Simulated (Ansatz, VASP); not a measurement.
**One calculation of AlN, two programs**

```
Al N
1.0
     0.00000    2.18399    2.18399
     2.18399    0.00000    2.18399
     2.18399    2.18399    0.00000
Al N
1 1
Direct
  0.00000 0.00000 0.00000
  0.75000 0.75000 0.75000
```

Alike in both runs: task relaxation of cell and atoms; functional PBE; k mesh 10 × 10 × 10; occupations gaussian, width 0.02 eV; no spin polarisation.

|  | VASP | Ansatz |
| --- | --- | --- |
| version | VASP 6.6.1 | Ansatz 0.2.0 |
| potentials or method | VASP PAW PBE potentials, release 64 (Al, N), cutoff 600 eV | scalar-relativistic, plane waves, PAW |
| valence electrons in the cell | 8 | 8 |

```csv
,VASP,Ansatz,Ansatz less VASP
"gap on the k mesh at the Fermi level, each at its own relaxed structure (eV)",3.31,3.31,+0.006
relaxed volume (Å³/atom),10.65,10.67,+0.021
relaxed cell length with the largest relative difference (Å),3.112,3.114,+0.0020
```
